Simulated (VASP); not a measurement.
# MnSi (P2_13) in VASP: single point with PBE

Aim: the single point of MnSi with PBE.

Everything below comes from runs of VASP 6.6.1. Logs are shortened: lines on timing, memory, paths and dates and some standing lists are left out, and cuts for length are marked.

## (1) The cell of the first run

It takes space group P2_13 (No. 198, cubic). Conventional cell: a = 4.518 Å, b = 4.518 Å, c = 4.518 Å, α = 90.00°, β = 90.00°, γ = 90.00°. Within 3.0 Å of Mn (site symmetry 3) lie 7 Si at 2.28 to 2.53 Å and 6 Mn at 2.77 Å. Si (site symmetry 3) has 7 Mn at 2.28 to 2.53 Å and 6 Si at 2.79 Å within 3.0 Å.

## (2) Single point, PBE, collinear spin, ferromagnetic start

INCAR reads:

```
PREC = Accurate
ENCUT = 520
EDIFF = 1E-6
ISMEAR = 0
SIGMA = 0.1
LREAL = F
LASPH = T
NELM = 150
ALGO = Normal
ISIF = 2
LWAVE = F
LCHARG = F
ISPIN = 2
MAGMOM = 1.09 1.09 1.09 1.09 0 0 0 0
LORBIT = 11
LMAXMIX = 4
GGA = PE
NBANDS = 48
```

KPOINTS reads:

```
Automatic mesh
0
Gamma
  8 8 8
```

POSCAR reads:

```
MnSi
1.0
    4.5177423063      0.0000000000      0.0000000000
    0.0000000000      4.5177423063      0.0000000000
    0.0000000000      0.0000000000      4.5177423063
Mn Si
4 4
Direct
    0.1364060419      0.1364060419      0.1364060419
    0.8635939581      0.6364060419      0.3635939581
    0.3635939581      0.8635939581      0.6364060419
    0.6364060419      0.3635939581      0.8635939581
    0.8451840549      0.8451840549      0.8451840549
    0.1548159451      0.3451840549      0.6548159451
    0.6548159451      0.1548159451      0.3451840549
    0.3451840549      0.6548159451      0.1548159451
```

Potentials or basis: VASP PAW PBE potentials, release 64 (Mn_pv, Si).

The run is started by

```bash
$ cat potpaw_PBE.64/Mn_pv/POTCAR potpaw_PBE.64/Si/POTCAR > POTCAR
$ mpirun -np 1 vasp_std > vasp.out
```

OUTCAR:

```text
PREC = Accurate
   ENCUT = 520
   EDIFF = 1E-6
   ISMEAR = 0
   LREAL = F
   LASPH = T
   NELM = 150
   ISIF = 2
   ISPIN = 2
   LORBIT = 11
   GGA = PE

 ion  position               nearest neighbor table
   1  0.136  0.136  0.136-   5 2.28   6 2.37   7 2.37   8 2.37   8 2.53   6 2.53   7 2.53   3 2.77
                             4 2.77   2 2.77   3 2.77   2 2.77   4 2.77
   2  0.864  0.636  0.364-   6 2.28   5 2.37   7 2.37   8 2.37   7 2.53   5 2.53   8 2.53   1 2.77
                             4 2.77   3 2.77   1 2.77   3 2.77   4 2.77
   3  0.364  0.864  0.636-   7 2.28   6 2.37   5 2.37   8 2.37   8 2.53   6 2.53   5 2.53   1 2.77
                             1 2.77   4 2.77   2 2.77   2 2.77   4 2.77
   4  0.636  0.364  0.864-   8 2.28   6 2.37   7 2.37   5 2.37   6 2.53   7 2.53   5 2.53   1 2.77
                             2 2.77   2 2.77   3 2.77   3 2.77   1 2.77
   5  0.845  0.845  0.845-   1 2.28   2 2.37   3 2.37   4 2.37   4 2.53   2 2.53   3 2.53   6 2.79
                             6 2.79   8 2.79   7 2.79   7 2.79   8 2.79
   6  0.155  0.345  0.655-   2 2.28   1 2.37   3 2.37   4 2.37   3 2.53   1 2.53   4 2.53   5 2.79
                             5 2.79   8 2.79   8 2.79   7 2.79   7 2.79
   7  0.655  0.155  0.345-   3 2.28   2 2.37   1 2.37   4 2.37   4 2.53   2 2.53   1 2.53   8 2.79
                             8 2.79   6 2.79   5 2.79   5 2.79   6 2.79
   8  0.345  0.655  0.155-   4 2.28   2 2.37   3 2.37   1 2.37   2 2.53   3 2.53   1 2.53   7 2.79
                             7 2.79   6 2.79   5 2.79   6 2.79   5 2.79

  LATTYP: Found a simple cubic cell.
 ALAT       =     4.5177423063

  Lattice vectors:

 A1 = (   4.5177423063,   0.0000000000,   0.0000000000)
 A2 = (   0.0000000000,   4.5177423063,   0.0000000000)
 A3 = (   0.0000000000,   0.0000000000,   4.5177423063)

Analysis of symmetry for initial positions (statically):
=====================================================================
 Subroutine PRICEL returns:
 Original cell was already a primitive cell.

 Routine SETGRP: Setting up the symmetry group for a
 simple cubic supercell.

 Subroutine GETGRP returns: Found 12 space group operations
 (whereof  3 operations were pure point group operations)
 out of a pool of 48 trial point group operations.

The static configuration has the point symmetry C_3 .
 The point group associated with its full space group is T   .

Analysis of symmetry for dynamics (positions and initial velocities):
=====================================================================
 Subroutine PRICEL returns:
 Original cell was already a primitive cell.

 Routine SETGRP: Setting up the symmetry group for a
 simple cubic supercell.

 Subroutine GETGRP returns: Found 12 space group operations
 (whereof  3 operations were pure point group operations)
 out of a pool of 48 trial point group operations.

The dynamic configuration has the point symmetry C_3 .
 The point group associated with its full space group is T   .

Analysis of structural, dynamic, and magnetic symmetry:
=====================================================================
 Subroutine PRICEL returns:
 Original cell was already a primitive cell.

 Routine SETGRP: Setting up the symmetry group for a
 simple cubic supercell.

 Subroutine GETGRP returns: Found 12 space group operations
 (whereof  3 operations were pure point group operations)
 out of a pool of 48 trial point group operations.

The overall configuration has the point symmetry C_3 .
 The point group associated with its full space group is T   .

 Subroutine INISYM returns: Found 12 space group operations
 (whereof  3 operations are pure point group operations),
 and found     1 'primitive' translations

----------------------------------------------------------------------------------------

                                     Primitive cell

  volume of cell :      92.2071

  direct lattice vectors                    reciprocal lattice vectors
     4.517742306  0.000000000  0.000000000     0.221349500  0.000000000  0.000000000
     0.000000000  4.517742306  0.000000000     0.000000000  0.221349500  0.000000000
     0.000000000  0.000000000  4.517742306     0.000000000  0.000000000  0.221349500

  length of vectors
     4.517742306  4.517742306  4.517742306     0.221349500  0.221349500  0.221349500

  position of ions in fractional coordinates (direct lattice)
     0.136406042  0.136406042  0.136406042
     0.863593958  0.636406042  0.363593958
     0.363593958  0.863593958  0.636406042
     0.636406042  0.363593958  0.863593958
     0.845184055  0.845184055  0.845184055
     0.154815945  0.345184055  0.654815945
     0.654815945  0.154815945  0.345184055
     0.345184055  0.654815945  0.154815945

  ion indices of the primitive-cell ions
   primitive index   ion index
                 1           1
                 2           2
                 3           3
                 4           4
                 5           5
                 6           6
                 7           7
                 8           8

----------------------------------------------------------------------------------------

 KPOINTS: Automatic mesh

Automatic generation of k-mesh.
 Grid dimensions read from file:
 generate k-points for:    8    8    8

 Generating k-lattice:

  Cartesian coordinates                     Fractional coordinates (reciprocal lattice)
     0.027668687  0.000000000  0.000000000     0.125000000  0.000000000  0.000000000
     0.000000000  0.027668687  0.000000000     0.000000000  0.125000000  0.000000000
     0.000000000  0.000000000  0.027668687     0.000000000  0.000000000  0.125000000

  Length of vectors
     0.027668687  0.027668687  0.027668687

  Shift w.r.t. Gamma in fractional coordinates (k-lattice)
     0.000000000  0.000000000  0.000000000

 Subroutine IBZKPT returns following result:
 ===========================================

 Found     45 irreducible k-points:

 Following reciprocal coordinates:
            Coordinates               Weight
  0.000000  0.000000  0.000000      1.000000
  0.125000  0.000000  0.000000      6.000000
  0.250000  0.000000  0.000000      6.000000
  0.375000  0.000000  0.000000      6.000000
  0.500000  0.000000  0.000000      3.000000
  0.125000  0.125000  0.000000     12.000000
[... 16 lines left out ...]
  0.250000  0.125000  0.125000     24.000000
  0.375000  0.125000  0.125000     24.000000
 [... further k-points ...]
   k-points           NKPTS =     45   k-points in BZ     NKDIM =     45   number of bands    NBANDS=     48
   number of dos      NEDOS =    301   number of ions     NIONS =      8
   total plane-waves  NPLWV =  46656
   dimension x,y,z NGX =    36 NGY =   36 NGZ =   36
   dimension x,y,z NGXF=    72 NGYF=   72 NGZF=   72
   ions per type =               4   4
   NGX,Y,Z   is equivalent  to a cutoff of  13.25, 13.25, 13.25 a.u.
   NGXF,Y,Z  is equivalent  to a cutoff of  26.49, 26.49, 26.49 a.u.
 SYSTEM =  unknown system
   PREC   = accura    normal or accurate (medium, high low for compatibility)
   ISTART =      0    job   : 0-new  1-cont  2-samecut
   ICHARG =      2    charge: 1-file 2-atom 10-const
   ISPIN  =      2    spin polarized calculation?
   LNONCOLLINEAR =      F non collinear calculations
   LSORBIT =      F    spin-orbit coupling
   LASPH  =      T    aspherical Exc in radial PAW
   ENCUT  =  520.0 eV  38.22 Ry    6.18 a.u.   8.40  8.40  8.40*2*pi/ulx,y,z
   NELM   =    150;   NELMIN=  2; NELMDL= -5     # of ELM steps
   EDIFF  = 0.1E-05   stopping-criterion for ELM
   LREAL  =      F    real-space projection
   EDIFFG = 0.1E-04   stopping-criterion for IOM
   NSW    =      0    number of steps for IOM
   IBRION =     -1    ionic relax: 0-MD 1-quasi-New 2-CG
   NFREE  =      0    steps in history (QN), initial steepest desc. (CG)
   ISIF   =      2    stress and relaxation
   ISYM   =      2    0-nonsym 1-usesym 2-fastsym
   POTIM  = 0.5000    time-step for ionic-motion
   TEBEG  =    0.0;   TEEND  =   0.0 temperature during run
   PSTRESS=    0.0 pullay stress
   NELECT =      68.0000    total number of electrons
   NUPDOWN=      -1.0000    fix difference up-down
   EMIN   =  10.00;   EMAX   =-10.00  energy-range for DOS
   EFERMI =   0.00;   METHOD = LEGACY
   ISMEAR =     0;   SIGMA  =   0.10  broadening in eV -4-tet -1-fermi 0-gaus
   EFERMI_NEDOS =   21; number of points for ismear=-14 and -15
   IALGO  =     38    algorithm
   IMIX   =      4    mixing-type and parameters
     AMIX     =   0.40;   BMIX     =  1.00
     AMIX_MAG =   1.60;   BMIX_MAG =  1.00
  volume/ion in A,a.u.               =      11.53        77.78
  Fermi-wavevector in a.u.,A,eV,Ry     =   1.479073  2.795043 29.764889  2.187658
  Thomas-Fermi vector in A             =   2.593276
   LORBIT       =     11    0 simple, 1 ext, 2 COOP (PROOUT), +10 PAW based schemes
   GGA     = PE    functional components
   LHFCALC =     F    Hartree Fock is set to
   AEXX    =    0.0000 exact exchange contribution
   IVDW    =     0    specifies the selected vdW correction
   LEPSILON=     F    determine dielectric tensor
   LRPA    =     F    only Hartree local field effects (RPA)
 spin polarized calculation
 Gauss-broadening in eV      SIGMA  =   0.10
  energy-cutoff  :      520.00
  volume of cell :       92.21
 maximum number of plane-waves:      2517
 NGX is ok and might be reduce to    36
   NGX = 17   NGY = 17   NGZ = 17

 number of electron      68.0000034 magnetization       3.9218849

 Free energy of the ion-electron system (eV)
  ---------------------------------------------------
  ext. energy  EPLUGINS =         0.00000000
  ---------------------------------------------------
  free energy    TOTEN  =       -61.44219041 eV

  energy without entropy =      -61.42325150  energy(sigma->0) =      -61.43272095

 E-fermi :  11.1399     XC(G=0): -12.8218

 val. band max:       11.1260448492   @ k =   0.2500   0.0000   0.0000
 cond. band min:      11.1698779743   @ k =   0.3750   0.3750   0.0000
 fundamental gap:      0.0438331251
 Fermi energy:        11.1398599040

 spin component 1

 k-point     1 :       0.0000    0.0000    0.0000
  band No.  band energies     occupation
      1     -37.2635      1.00000
      2     -37.2635      1.00000
      3     -37.2635      1.00000
      4     -37.1898      1.00000
      5     -37.1898      1.00000
      6     -37.1853      1.00000
[... 38 lines left out ...]
     45      15.3224      0.00000
     46      15.3224      0.00000
[... 1086 lines left out ...]
      6     -37.1920      1.00000
[... 38 lines left out ...]
     45      15.2884      0.00000
     46      16.0854      0.00000

 [... further k-points ...]

 spin component 2

 k-point     1 :       0.0000    0.0000    0.0000
  band No.  band energies     occupation
      1     -36.2648      1.00000
      2     -36.2648      1.00000
      3     -36.2648      1.00000
      4     -36.1779      1.00000
      5     -36.0481      1.00000
      6     -36.0481      1.00000
[... 38 lines left out ...]
     45      15.9483      0.00000
     46      15.9483      0.00000
[... 1086 lines left out ...]
      6     -36.0622      1.00000
[... 38 lines left out ...]
     45      15.7521      0.00000
     46      16.4322      0.00000

 [... further k-points ...]

 [bands above 46 left out]

------------------------ aborting loop because EDIFF is reached ----------------------------------------

  FORCE on cell =-STRESS in cart. coord.  units (eV):
  Direction    XX          YY          ZZ          XY          YZ          ZX
  --------------------------------------------------------------------------------------
  -------------------------------------------------------------------------------------
  Total       -0.0208832     -0.0208832     -0.0208832     -0.0000000      0.0000000      0.0000000
  in kB       -0.3628627     -0.3628627     -0.3628627     -0.0000000      0.0000000      0.0000000
  external PRESSURE =      -0.3628627 kB  Pullay stress =       0.0000000 kB

 VOLUME and BASIS-vectors are now :
 -----------------------------------------------------------------------------
  energy-cutoff  :      520.00
  volume of cell :       92.21
      direct lattice vectors                 reciprocal lattice vectors
     4.517742306  0.000000000  0.000000000     0.221349500  0.000000000  0.000000000
     0.000000000  4.517742306  0.000000000     0.000000000  0.221349500  0.000000000
     0.000000000  0.000000000  4.517742306     0.000000000  0.000000000  0.221349500

 POSITION                                       TOTAL-FORCE (eV/Angst)
 -----------------------------------------------------------------------------------
      0.61625      0.61625      0.61625         0.007790      0.007790      0.007790
      3.90149      2.87512      1.64262        -0.007790      0.007790     -0.007790
      1.64262      3.90149      2.87512        -0.007790     -0.007790      0.007790
      2.87512      1.64262      3.90149         0.007790     -0.007790     -0.007790
      3.81832      3.81832      3.81832        -0.001045     -0.001045     -0.001045
      0.69942      1.55945      2.95829         0.001045     -0.001045      0.001045
      2.95829      0.69942      1.55945         0.001045      0.001045     -0.001045
      1.55945      2.95829      0.69942        -0.001045      0.001045      0.001045
 -----------------------------------------------------------------------------------
    total drift:                               -0.000001     -0.000001      0.000000

  FREE ENERGIE OF THE ION-ELECTRON SYSTEM (eV)
  ---------------------------------------------------
  free  energy   TOTEN  =       -61.4421904096 eV

  energy  without entropy=      -61.4232514992  energy(sigma->0) =      -61.43272095

 total charge

# of ion       s       p       d       tot
------------------------------------------
    1        0.334   6.388   5.290  12.012
    2        0.334   6.388   5.290  12.012
    3        0.334   6.388   5.290  12.012
    4        0.334   6.388   5.290  12.012
    5        0.744   0.906   0.000   1.649
    6        0.744   0.906   0.000   1.649
    7        0.744   0.906   0.000   1.649
    8        0.744   0.906   0.000   1.649
--------------------------------------------------
tot          4.310  29.176  21.159  54.645

 magnetization (x)

# of ion       s       p       d       tot
------------------------------------------
    1        0.001   0.007   1.032   1.040
    2        0.001   0.007   1.032   1.040
    3        0.001   0.007   1.032   1.040
    4        0.001   0.007   1.032   1.040
    5       -0.013  -0.035   0.000  -0.048
    6       -0.013  -0.035   0.000  -0.048
    7       -0.013  -0.035   0.000  -0.048
    8       -0.013  -0.035   0.000  -0.048
--------------------------------------------------
tot         -0.048  -0.113   4.127   3.966
```

Run time: 3.9 min. Hardware: 1 thread of Intel Xeon Platinum 8559C (Emerald Rapids), shared host; peak memory 0.41 GiB.

Results:

```
Free energy                                           : -61.4422 eV
Pressure                                              : 0.0 GPa
Largest force                                         : 0.013 eV/Å
Net moment                                            : 3.92 μB per cell
Site moments                                          : Mn +1.04; Si -0.05 μB
Valence electrons inside the program's atomic spheres : Mn 12.01; Si 1.65
```

Forces in eV/Å, atoms in the order of the input:
```
Mn   0.008  0.008  0.008
Mn  -0.008  0.008 -0.008
Mn  -0.008 -0.008  0.008
Mn   0.008 -0.008 -0.008
Si  -0.001 -0.001 -0.001
Si   0.001 -0.001  0.001
Si   0.001  0.001 -0.001
Si  -0.001  0.001  0.001
```
